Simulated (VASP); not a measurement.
# SiNi (Pmmn) in VASP: a series of runs

The runs below take SiNi through single point, with PBEsol, RPBE, BLYP, LDA.

All numbers are computed with VASP 6.6.1; they aren't measurements. Logs are shortened: lines on timing, memory, paths and dates and some standing lists are left out, and cuts for length are marked.

### Step 1. The cell of the first run

Symmetry: Pmmn, No. 59, orthorhombic system. The conventional cell has a = 2.945 Å, b = 3.292 Å, c = 4.666 Å, α = 90.00°, β = 90.00°, γ = 90.00°. Within 3.1 Å of Ni (site symmetry mm2) lie 6 Si at 2.33 to 2.37 Å and 6 Ni at 2.65 to 2.94 Å. Si (site symmetry mm2) has 6 Ni at 2.33 to 2.37 Å and 6 Si at 2.65 to 2.94 Å within 3.1 Å.

### Step 2. Single point, PBEsol, collinear spin, ferromagnetic start

Contents of INCAR:

```
  ALGO = Normal
  EDIFF = 1E-6
  ENCUT = 690
  GGA = PS
  GGA_COMPAT = F
  ISIF = 2
  ISMEAR = -1
  ISPIN = 2
  LASPH = T
  LCHARG = F
  LMAXMIX = 4
  LORBIT = 11
  LREAL = F
  LWAVE = F
  MAGMOM = 1 1 0 0
  NBANDS = 34
  NELM = 200
  PREC = Accurate
  SIGMA = 0.05
```

Contents of KPOINTS:

```
k-points
0
Gamma
  9 8 6
```

Contents of POSCAR:

```
SiNi
1.0
    2.9445705557      0.0000000000      0.0000000000
    0.0000000000      3.2921613703      0.0000000000
    0.0000000000      0.0000000000      4.6657080975
Ni Si
2 2
Direct
    0.5000000000      0.5000000000      0.3432139048
    0.0000000000      0.0000000000      0.6567860952
    0.5000000000      0.5000000000      0.8420871455
    0.0000000000      0.0000000000      0.1579128545
```

Potentials or basis: VASP PAW PBE potentials, release 64 (Ni_sv_GW, Si).

Run with:

```sh
$ cat potpaw_PBE.64/Ni_sv_GW/POTCAR potpaw_PBE.64/Si/POTCAR > POTCAR
$ mpirun -np 1 vasp_std > vasp.out
```

OUTCAR:

```text
EDIFF = 1E-6
   ENCUT = 690
   GGA = PS
   ISIF = 2
   ISMEAR = -1
   ISPIN = 2
   LASPH = T
   LORBIT = 11
   LREAL = F
   NELM = 200
   PREC = Accurate

 ion  position               nearest neighbor table
   1  0.500  0.500  0.343-   3 2.33   3 2.34   4 2.37   4 2.37   4 2.37   4 2.37   2 2.65   2 2.65
                             2 2.65   2 2.65
   2  0.000  0.000  0.657-   4 2.33   4 2.34   3 2.37   3 2.37   3 2.37   3 2.37   1 2.65   1 2.65
                             1 2.65   1 2.65
   3  0.500  0.500  0.842-   1 2.33   1 2.34   2 2.37   2 2.37   2 2.37   2 2.37   4 2.65   4 2.65
                             4 2.65   4 2.65
   4  0.000  0.000  0.158-   2 2.33   2 2.34   1 2.37   1 2.37   1 2.37   1 2.37   3 2.65   3 2.65
                             3 2.65   3 2.65

  LATTYP: Found a simple orthorhombic cell.
 ALAT       =     2.9445705557
 B/A-ratio  =     1.1180446547
 C/A-ratio  =     1.5845122435

  Lattice vectors:

 A1 = (   2.9445705557,   0.0000000000,   0.0000000000)
 A2 = (   0.0000000000,   3.2921613703,   0.0000000000)
 A3 = (   0.0000000000,   0.0000000000,   4.6657080975)

Analysis of symmetry for initial positions (statically):
=====================================================================
 Subroutine PRICEL returns:
 Original cell was already a primitive cell.

 Routine SETGRP: Setting up the symmetry group for a
 simple orthorhombic supercell.

 Subroutine GETGRP returns: Found  8 space group operations
 (whereof  4 operations were pure point group operations)
 out of a pool of  8 trial point group operations.

The static configuration has the point symmetry C_2v.
 The point group associated with its full space group is D_2h.

Analysis of symmetry for dynamics (positions and initial velocities):
=====================================================================
 Subroutine PRICEL returns:
 Original cell was already a primitive cell.

 Routine SETGRP: Setting up the symmetry group for a
 simple orthorhombic supercell.

 Subroutine GETGRP returns: Found  8 space group operations
 (whereof  4 operations were pure point group operations)
 out of a pool of  8 trial point group operations.

The dynamic configuration has the point symmetry C_2v.
 The point group associated with its full space group is D_2h.

Analysis of structural, dynamic, and magnetic symmetry:
=====================================================================
 Subroutine PRICEL returns:
 Original cell was already a primitive cell.

 Routine SETGRP: Setting up the symmetry group for a
[... 141 lines left out ...]
   LRPA    =     F    only Hartree local field effects (RPA)
 spin polarized calculation
  energy-cutoff  :      690.00
  volume of cell :       45.23
 maximum number of plane-waves:      1889
 NGX is ok and might be reduce to    28
   NGX = 13   NGY = 15   NGZ = 19

 number of electron      44.0000014 magnetization      -0.0215615

 number of electron      44.0000014 magnetization       0.0001504

 Free energy of the ion-electron system (eV)
  ---------------------------------------------------
  ext. energy  EPLUGINS =         0.00000000
  ---------------------------------------------------
  free energy    TOTEN  =       -27.83445727 eV

  energy without entropy =      -27.82677509  energy(sigma->0) =      -27.83061618

 E-fermi :  10.8926     XC(G=0): -13.0156

 val. band max:       10.8911880473   @ k =   0.0000   0.0000   0.3333
 cond. band min:      10.9283915961   @ k =   0.4444   0.5000   0.3333
 fundamental gap:      0.0372035488
 Fermi energy:        10.8925949518

 spin component 1

 k-point     1 :       0.0000    0.0000    0.0000
  band No.  band energies     occupation
      1     -92.8512      1.00000
      2     -92.8410      1.00000
      3     -53.5268      1.00000
      4     -53.4980      1.00000
      5     -53.4061      1.00000
      6     -53.3665      1.00000
[... 877 lines left out ...]
     33      27.8898      0.00000
     34      27.9901      0.00000

 [... further k-points ...]

 spin component 2

 k-point     1 :       0.0000    0.0000    0.0000
  band No.  band energies     occupation
      1     -92.8512      1.00000
      2     -92.8409      1.00000
      3     -53.5268      1.00000
      4     -53.4980      1.00000
      5     -53.4061      1.00000
      6     -53.3664      1.00000
[... 877 lines left out ...]
     33      27.7979      0.00000
     34      28.2281      0.00000

 [... further k-points ...]

------------------------ aborting loop because EDIFF is reached ----------------------------------------

  FORCE on cell =-STRESS in cart. coord.  units (eV):
  Direction    XX          YY          ZZ          XY          YZ          ZX
  --------------------------------------------------------------------------------------
  -------------------------------------------------------------------------------------
  Total       -0.1919742     -0.1801986     -0.1618929      0.0000000      0.0000000      0.0000000
  in kB       -6.8003748     -6.3832441     -5.7347933      0.0000000      0.0000000      0.0000000
  external PRESSURE =      -6.3061374 kB  Pullay stress =       0.0000000 kB

 VOLUME and BASIS-vectors are now :
 -----------------------------------------------------------------------------
  energy-cutoff  :      690.00
  volume of cell :       45.23
      direct lattice vectors                 reciprocal lattice vectors
     2.944570556  0.000000000  0.000000000     0.339608096  0.000000000  0.000000000
     0.000000000  3.292161370  0.000000000     0.000000000  0.303751818  0.000000000
     0.000000000  0.000000000  4.665708097     0.000000000  0.000000000  0.214329739

 POSITION                                       TOTAL-FORCE (eV/Angst)
 -----------------------------------------------------------------------------------
      1.47229      1.64608      1.60134         0.000000      0.000000      0.016322
      0.00000      0.00000      3.06437         0.000000      0.000000     -0.016322
      1.47229      1.64608      3.92893         0.000000      0.000000      0.007300
      0.00000      0.00000      0.73678         0.000000      0.000000     -0.007300
 -----------------------------------------------------------------------------------
    total drift:                                0.000000      0.000000     -0.000000

  FREE ENERGIE OF THE ION-ELECTRON SYSTEM (eV)
  ---------------------------------------------------
  free  energy   TOTEN  =       -27.8344572720 eV

  energy  without entropy=      -27.8267750911  energy(sigma->0) =      -27.83061618

 total charge

# of ion       s       p       d       f       tot
--------------------------------------------------
    1        2.230   6.370   7.898   0.004  16.503
    2        2.230   6.370   7.898   0.004  16.503
    3        0.747   0.869   0.000   0.000   1.616
    4        0.747   0.869   0.000   0.000   1.616
--------------------------------------------------
tot          5.954  14.478  15.796   0.008  36.237

 magnetization (x)

# of ion       s       p       d       f       tot
--------------------------------------------------
    1        0.000   0.000   0.000   0.000   0.000
    2        0.000   0.000   0.000   0.000   0.000
    3       -0.000  -0.000   0.000   0.000  -0.000
    4       -0.000  -0.000   0.000   0.000  -0.000
--------------------------------------------------
tot         -0.000  -0.000   0.000   0.000  -0.000
```

OSZICAR:

```text
N       E                     dE             d eps       ncg     rms          rms(c)
DAV:   1     0.687662822993E+03    0.68766E+03   -0.28012E+04 22408   0.475E+03
DAV:   2     0.277189072920E+02   -0.65994E+03   -0.62644E+03 23294   0.122E+03
DAV:   3    -0.377132671969E+02   -0.65432E+02   -0.63647E+02 26792   0.455E+02
DAV:   4    -0.406298285058E+02   -0.29166E+01   -0.28760E+01 25856   0.112E+02
DAV:   5    -0.407170494542E+02   -0.87221E-01   -0.86783E-01 25440   0.123E+01    0.370E+01
DAV:   6    -0.641345173291E+02   -0.23417E+02   -0.22929E+02 22864   0.912E+02    0.448E+01
DAV:   7    -0.283059142981E+02    0.35829E+02   -0.95603E+01 21456   0.551E+02    0.973E+00
DAV:   8    -0.278656360456E+02    0.44028E+00   -0.63397E+00 27040   0.883E+01    0.299E+00
DAV:   9    -0.278412742402E+02    0.24362E-01   -0.22874E-01 25784   0.958E+00    0.110E+00
DAV:  10    -0.278364590228E+02    0.48152E-02   -0.27492E-02 25432   0.877E+00    0.660E-01
DAV:  11    -0.278344007899E+02    0.20582E-02   -0.52781E-03 26984   0.330E+00    0.264E-01
DAV:  12    -0.278344676340E+02   -0.66844E-04   -0.54673E-04 27080   0.106E+00    0.119E-01
DAV:  13    -0.278344609728E+02    0.66611E-05   -0.37175E-05 21280   0.199E-01    0.309E-02
DAV:  14    -0.278344570643E+02    0.39085E-05   -0.64219E-06 13560   0.182E-01    0.161E-02
DAV:  15    -0.278344572720E+02   -0.20772E-06   -0.46303E-06 14160   0.586E-02
   1 F= -.27834457E+02 E0= -.27830616E+02  d E =-.768218E-02  mag=     0.0001
```

stdout:

```text
POSCAR found type information on POSCAR NiSi
 POSCAR found :  2 types and       4 ions
 scaLAPACK will be used
 -----------------------------------------------------------------------------
|                                                                             |
|                                                                             |
|     You enforced a specific xc type in the INCAR file but a different       |
|     I HOPE YOU KNOW WHAT YOU ARE DOING!                                     |
|                                                                             |
 -----------------------------------------------------------------------------

 LDA part: xc-table for (Slater+PW92), standard interpolation
 POSCAR, INCAR and KPOINTS ok, starting setup
 FFT: planning ... GRIDC
 FFT: planning ... GRID_SOFT
 FFT: planning ... GRID
 WAVECAR not read
 entering main loop
```

It took 4.2 min on 1 thread of Intel Xeon Platinum 8559C (Emerald Rapids), shared host; peak memory 0.46 GiB.

What came out:

```yaml
Free_energy: -27.8345 eV
Pressure: -0.6 GPa
Largest_force: 0.016 eV/Å
Band_gap_on_the_k_mesh: zero (filled and empty bands overlap)
Net_moment: 0.00 μB per cell
Valence_electrons_inside_the_program's_atomic_spheres: Ni 16.50; Si 1.62
```

Forces on the atoms (eV/Å):
```
Ni   0.000  0.000  0.016
Ni   0.000  0.000 -0.016
Si   0.000  0.000  0.007
Si   0.000  0.000 -0.007
```

Levels at points of the mesh, in eV from the Fermi level:
Spin up:
| k point | band 20 | band 21 | band 22 | band 23 | band 24 | band 25 |
| --- | --- | --- | --- | --- | --- | --- |
| (0.00, 0.00, 0.00) | -2.05 | -2.04 | -1.45 | 1.23 | 2.68 | 5.15 |
| (0.00, 0.50, 0.00) | -2.27 | -2.23 | -2.23 | 1.15 | 1.15 | 4.99 |
| (0.00, 0.00, 0.50) | -2.10 | 1.10 | 1.48 | 2.02 | 2.35 | 2.95 |
| (0.00, 0.50, 0.50) | -2.08 | -2.05 | -2.05 | 5.25 | 5.25 | 5.42 |
Spin down:
```tsv
k point	band 19	band 20	band 21	band 22	band 23	band 24	band 25	band 26
(0.00, 0.00, 0.00)	-2.36	-2.05	-2.04	-1.45	1.23	2.68	5.15	5.57
(0.00, 0.50, 0.00)	-2.27	-2.27	-2.23	-2.23	1.15	1.15	4.99	4.99
(0.00, 0.00, 0.50)	-2.73	-2.10	1.10	1.48	2.02	2.35	2.95	3.67
(0.00, 0.50, 0.50)	-2.08	-2.08	-2.05	-2.05	5.25	5.25	5.42	5.42
```

Caveat: the moments typed at the start vanished in this run; the PAW data sets were made with another functional, which shifts forces and pressure a little.

### Step 3. Single point, RPBE, collinear spin, ferromagnetic start

Contents of INCAR:

```
PREC = Accurate ; ENCUT = 690
EDIFF = 1E-6 ; ISMEAR = -1
SIGMA = 0.05 ; LREAL = F
LASPH = T ; NELM = 200
ALGO = Normal ; ISIF = 2
LWAVE = F ; LCHARG = F
ISPIN = 2 ; MAGMOM = 1 1 0 0
LORBIT = 11 ; LMAXMIX = 4
GGA = RP ; NBANDS = 34
GGA_COMPAT = F
```

Contents of KPOINTS:

```
Automatic mesh
0
Gamma
  9 8 6
```

Contents of POSCAR:

```
SiNi
1.0
    2.9427706600      0.0000000000      0.0000000000
    0.0000000000      3.2803255400      0.0000000000
    0.0000000000      0.0000000000      4.6774467600
Ni Si
2 2
Direct
    0.5000000000      0.5000000000      0.3424955900
    0.0000000000      0.0000000000      0.6575044100
    0.5000000000      0.5000000000      0.8431431600
    0.0000000000      0.0000000000      0.1568568400
```

Potentials or basis: VASP PAW PBE potentials, release 64 (Ni_sv_GW, Si).

Run with:

```sh
$ cat potpaw_PBE.64/Ni_sv_GW/POTCAR potpaw_PBE.64/Si/POTCAR > POTCAR
$ mpirun -np 1 vasp_std > vasp.out
```

Wall time 5.6 min (1 thread of Intel Xeon Platinum 8488C (Sapphire Rapids), shared host); peak memory 0.47 GiB.

It converged, with:

- Free energy: -23.6750 eV
- Pressure: 9.4 GPa
- Largest force: 0.130 eV/Å
- Band gap on the k mesh: zero (filled and empty bands overlap)
- Net moment: 0.00 μB per cell
- Valence electrons inside the program's atomic spheres: Ni 16.49; Si 1.62

Forces in eV/Å, atoms in the order of the input:
```
Ni   0.000  0.000  0.074
Ni   0.000  0.000 -0.074
Si   0.000  0.000  0.130
Si   0.000  0.000 -0.130
```

Stress tensor (GPa, compression positive):
```
8.79 0.00 0.00
0.00 9.63 0.00
0.00 0.00 9.85
```

Levels at points of the mesh, in eV from the Fermi level:
Spin up:
```csv
k point,band 20,band 21,band 22,band 23,band 24,band 25
"(0.00, 0.00, 0.00)",-2.03,-2.02,-1.39,1.23,2.74,5.18
"(0.00, 0.50, 0.00)",-2.27,-2.22,-2.22,1.17,1.17,5.00
"(0.00, 0.00, 0.50)",-2.08,1.09,1.58,1.98,2.41,2.91
"(0.00, 0.50, 0.50)",-2.07,-2.04,-2.04,5.21,5.21,5.41
```
Spin down:
```
           k point  band 20  band 21  band 22  band 23  band 24  band 25
(0.00, 0.00, 0.00)    -2.03    -2.02    -1.39     1.23     2.74     5.18
(0.00, 0.50, 0.00)    -2.27    -2.22    -2.22     1.17     1.17     5.00
(0.00, 0.00, 0.50)    -2.08     1.09     1.58     1.98     2.41     2.91
(0.00, 0.50, 0.50)    -2.07    -2.04    -2.04     5.21     5.21     5.41
```

Caveat: the cell stands under pressure; the moments typed at the start vanished in this run; the PAW data sets were made with another functional, which shifts forces and pressure a little.

(Part 1 of 2 ends here.)

The gap in the log of VASP goes by the Fermi energy; the results here count the filled bands.